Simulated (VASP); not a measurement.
# NbCu (Fm-3m) in VASP: further runs, part 2 of 2

VASP 6.6.1. The steps go on from the part before.

### 4 Relaxation of cell and atoms, PBEsol, target pressure 10 GPa, at which the enthalpy is minimised

Contents of INCAR:

```
SYSTEM = NbCu
  ALGO = Fast
  EDIFF = 1E-7
  EDIFFG = -0.01
  ENCUT = 600
  GGA = PS
  IBRION = 2
  ISIF = 3
  ISMEAR = -1
  LASPH = .TRUE.
  LCHARG = .FALSE.
  LREAL = .FALSE.
  LWAVE = .FALSE.
  NELM = 100
  NSW = 60
  PREC = Accurate
  PSTRESS = 100.0
  SIGMA = 0.05
```

Contents of KPOINTS:

```
k-points
0
G
  9 9 9
  0 0 0
```

Contents of POSCAR:

```
NbCu
1.0
    0.0000000000      2.5622100000      2.5622100000
    2.5622100000      0.0000000000      2.5622100000
    2.5622100000      2.5622100000      0.0000000000
Nb Cu
1 1
Direct
    0.0000000000      0.0000000000      0.0000000000
    0.5000000000      0.5000000000      0.5000000000
```

Potentials or basis: VASP PAW PBE potentials, release 64 (Nb_sv, Cu).

The run is started by

```
$ cat potpaw_PBE.64/Nb_sv/POTCAR potpaw_PBE.64/Cu/POTCAR > POTCAR
$ mpirun -np 1 vasp_std > vasp.out
```

OUTCAR:

```text
SYSTEM = NbCu
   EDIFF = 1E-7
   EDIFFG = -0.01
   ENCUT = 600
   GGA = PS
   IBRION = 2
   ISIF = 3
   ISMEAR = -1
   LASPH = .TRUE.
   LREAL = .FALSE.
   NELM = 100
   NSW = 60
   PREC = Accurate
   PSTRESS = 100.0

 ion  position               nearest neighbor table
   1  0.000  0.000  0.000-   2 2.56   2 2.56   2 2.56   2 2.56   2 2.56   2 2.56
   2  0.500  0.500  0.500-   1 2.56   1 2.56   1 2.56   1 2.56   1 2.56   1 2.56

  LATTYP: Found a face centered cubic cell.
 ALAT       =     5.1244200000

  Lattice vectors:

 A1 = (   0.0000000000,   2.5622100000,   2.5622100000)
 A2 = (   2.5622100000,   0.0000000000,   2.5622100000)
 A3 = (   2.5622100000,   2.5622100000,   0.0000000000)

Analysis of symmetry for initial positions (statically):
=====================================================================
 Subroutine PRICEL returns:
 Original cell was already a primitive cell.

 Routine SETGRP: Setting up the symmetry group for a
 face centered cubic supercell.

 Subroutine GETGRP returns: Found 48 space group operations
 (whereof 48 operations were pure point group operations)
 out of a pool of 48 trial point group operations.

The static configuration has the point symmetry O_h .

Analysis of symmetry for dynamics (positions and initial velocities):
=====================================================================
 Subroutine PRICEL returns:
[... 162 lines left out ...]

  FORCE on cell =-STRESS in cart. coord.  units (eV):
  Direction    XX          YY          ZZ          XY          YZ          ZX
  --------------------------------------------------------------------------------------
  -------------------------------------------------------------------------------------
  Total       -1.2033160     -1.2033160     -1.2033160     -0.0000000     -0.0000000      0.0000000
  in kB      -57.3081146    -57.3081146    -57.3081146     -0.0000000     -0.0000000      0.0000000
  external PRESSURE =    -157.3081146 kB  Pullay stress =     100.0000000 kB
[... 25 lines left out ...]
--------------------------------------- Ionic step        2  -------------------------------------------

 number of electron      23.9999994 magnetization

 E-fermi :  11.6598     XC(G=0): -13.4241

 val. band max:       11.6447127006   @ k =  -0.3333   0.3333   0.1111
 cond. band min:      11.6779352566   @ k =  -0.3333   0.4444   0.2222
 fundamental gap:      0.0332225560
 Fermi energy:        11.6598408249

 k-point     1 :       0.0000    0.0000    0.0000
  band No.  band energies     occupation
      1     -42.8898      2.00000
      2     -18.8416      2.00000
      3     -18.8416      2.00000
      4     -18.8416      2.00000
      5       3.5015      2.00000
      6       6.0160      2.00000
[... 636 lines left out ...]
--------------------------------------- Ionic step        7  -------------------------------------------

 number of electron      23.9999991 magnetization

 Free energy of the ion-electron system (eV)
  ---------------------------------------------------
  ext. energy  EPLUGINS =         0.00000000
  ---------------------------------------------------
  free energy    TOTEN  =       -13.68366814 eV

  energy without entropy =      -13.66028284  energy(sigma->0) =      -13.67197549

 E-fermi :   9.4625     XC(G=0): -12.5676

 val. band max:        9.4493192655   @ k =  -0.3333   0.4444   0.2222
 cond. band min:       9.5006785901   @ k =  -0.4444   0.4444   0.0000
 fundamental gap:      0.0513593246
 Fermi energy:         9.4625444396

 k-point     1 :       0.0000    0.0000    0.0000
  band No.  band energies     occupation
      1     -45.3687      2.00000
      2     -21.3337      2.00000
      3     -21.3337      2.00000
      4     -21.3337      2.00000
      5       1.9738      2.00000
      6       4.7090      2.00000
[... 480 lines left out ...]
  energy  without entropy=      -13.6602828409  energy(sigma->0) =      -13.67197549

  enthalpy is  TOTEN    =       -11.7741050711 eV   P V=        1.9095630739

 reached required accuracy - stopping structural energy minimisation
```

CONTCAR:

```text
NbCu
   1.00000000000000
    -0.0000000000000000    2.4823986794796049    2.4823986794796049
     2.4823986794796049   -0.0000000000000000    2.4823986794796049
     2.4823986794796049    2.4823986794796049    0.0000000000000000
  Nb              Cu
     1     1
Direct
     0.0000000000000000    0.0000000000000000    0.0000000000000000
     0.5000000000000000    0.5000000000000000    0.5000000000000000

  0.00000000E+00  0.00000000E+00  0.00000000E+00
  0.00000000E+00  0.00000000E+00  0.00000000E+00
```

Run time: 3.1 min. Hardware: 1 thread of Intel Xeon 6975P-C (Granite Rapids), shared host; peak memory 0.2 GiB.

Results:

```yaml
Free_energy: -13.6837 eV
Relaxed_volume: 15.30 Å³/atom
Relaxed_cell: a = 3.511 Å, b = 3.511 Å, c = 3.511 Å, α = 60.00°, β = 60.00°, γ = 60.00°
Space_group_after_relaxing_to_0.05_Å: Fm-3m (No. 225)
Energy_change_on_relaxing_the_enthalpy_is_what_falls: +13.9 meV/atom
Ionic_steps: 7
Pressure_after_relaxing: 10.0 GPa
Band_gap_on_the_k_mesh: zero (band 12 reaches 10.62 eV, above the bottom of band 13 at 8.51 eV)
```

The path:
| step | energy change (eV) | largest force (eV/Å) | pressure (GPa) | volume (Å³) |
| --- | --- | --- | --- | --- |
| 1 | 0.0000 | 0.0000 | -5.73 | 33.64 |
| 2 | 0.8133 | 0.0000 | 52.96 | 26.22 |
| 3 | 0.0199 | 0.0000 | 9.15 | 30.72 |
| 4 | 0.0263 | 0.0000 | 9.87 | 30.62 |
| 5 | 0.0300 | 0.0000 | 10.26 | 30.56 |
| 6 | 0.0241 | 0.0000 | 9.58 | 30.65 |
| 7 | 0.0277 | 0.0000 | 10.00 | 30.59 |

Final structure:
```
Nb Cu
1.0
     0.00000    2.48240    2.48240
     2.48240    0.00000    2.48240
     2.48240    2.48240    0.00000
Nb Cu
1 1
Direct
  0.00000 0.00000 0.00000
  0.50000 0.50000 0.50000
```

Levels at points of the mesh, in eV from the Fermi level:
```csv
k point,band 10,band 11,band 12,band 13,band 14,band 15
"(0.00, 0.00, 0.00)",-4.42,1.15,1.15,1.15,2.77,2.77
```

Caveat: the cell is relaxed towards a set pressure, so the enthalpy falls and the energy may rise; the PAW data sets were made with another functional, which shifts forces and pressure a little.

### 5 Relaxation of cell and atoms, PBEsol, target pressure 20 GPa, at which the enthalpy is minimised

Contents of INCAR:

```
SYSTEM = NbCu
PREC = Accurate ; ENCUT = 600
EDIFF = 1E-6 ; ISMEAR = -1
SIGMA = 0.05 ; LREAL = .FALSE.
LASPH = .TRUE. ; NELM = 60
ALGO = Normal ; ISIF = 3
LWAVE = .FALSE. ; LCHARG = .FALSE.
GGA = PS ; IBRION = 2
NSW = 60 ; EDIFFG = -0.01
PSTRESS = 200.0
```

Contents of KPOINTS:

```
regular mesh
0
G
  9 9 9
  0 0 0
```

POSCAR is that of step 4.

The run is started by

```
$ cat potpaw_PBE.64/Nb_sv/POTCAR potpaw_PBE.64/Cu/POTCAR > POTCAR
$ mpirun -np 1 vasp_std > vasp.out
```

Run time: 60 s. Hardware: 1 thread of Intel Xeon 6975P-C (Granite Rapids), shared host; peak memory 0.19 GiB.

It converged, with:

```
Free energy                                            : -13.5575 eV
Relaxed volume                                         : 14.62 Å³/atom
Relaxed cell                                           : a = 3.458 Å, b = 3.458 Å, c = 3.458 Å, α = 60.00°, β = 60.00°, γ = 60.00°
Space group after relaxing (to 0.05 Å)                 : Fm-3m (No. 225)
Energy change on relaxing (the enthalpy is what falls) : +76.9 meV/atom
Ionic steps                                            : 5
Pressure after relaxing                                : 20.1 GPa
Band gap on the k mesh                                 : zero (band 12 reaches 11.30 eV, above the bottom of band 13 at 9.05 eV)
```

The path:
```
step  energy change (eV)  largest force (eV/Å)  pressure (GPa)  volume (Å³)
   1              0.0000                0.0000           -6.00        33.64
   2              3.2123                0.0000          141.24        22.02
   3              0.1065                0.0000           17.00        29.64
   4              0.1366                0.0000           18.95        29.38
   5              0.1539                0.0000           20.10        29.23
```

Final structure:
```
Nb Cu
1.0
     0.00000    2.44503    2.44503
     2.44503    0.00000    2.44503
     2.44503    2.44503    0.00000
Nb Cu
1 1
Direct
  0.00000 0.00000 0.00000
  0.50000 0.50000 0.50000
```

Levels at points of the mesh, in eV from the Fermi level:
```
           k point  band 8  band 9  band 10  band 11  band 12  band 13  band 14  band 15  band 16
(0.00, 0.00, 0.00)   -4.66   -4.66    -4.66     1.22     1.22     1.22     2.95     2.95     9.51
```

Caveat: the cell is relaxed towards a set pressure, so the enthalpy falls and the energy may rise; the PAW data sets were made with another functional, which shifts forces and pressure a little.

### 6 Summary

| cell | gap on the mesh (eV) | pressure (GPa) |
| --- | --- | --- |
| relaxed to 2 GPa | none | 2.0 |
| relaxed to 5 GPa | none | 5.1 |
| relaxed to 10 GPa | none | 10.0 |
| relaxed to 20 GPa | none | 20.1 |

Alike in all rows: task relaxation of cell and atoms; level PBEsol; potentials or basis VASP PAW PBE potentials, release 64 (Nb_sv, Cu); no spin polarisation; k mesh 9 × 9 × 9; cutoff (eV) 600; smearing fermi-dirac 0.05 eV.

Caveats: the cell is relaxed towards a set pressure, so the enthalpy falls and the energy may rise; the PAW data sets were made with another functional, which shifts forces and pressure a little.

Absolute energies hang on the potentials; compare differences alone.
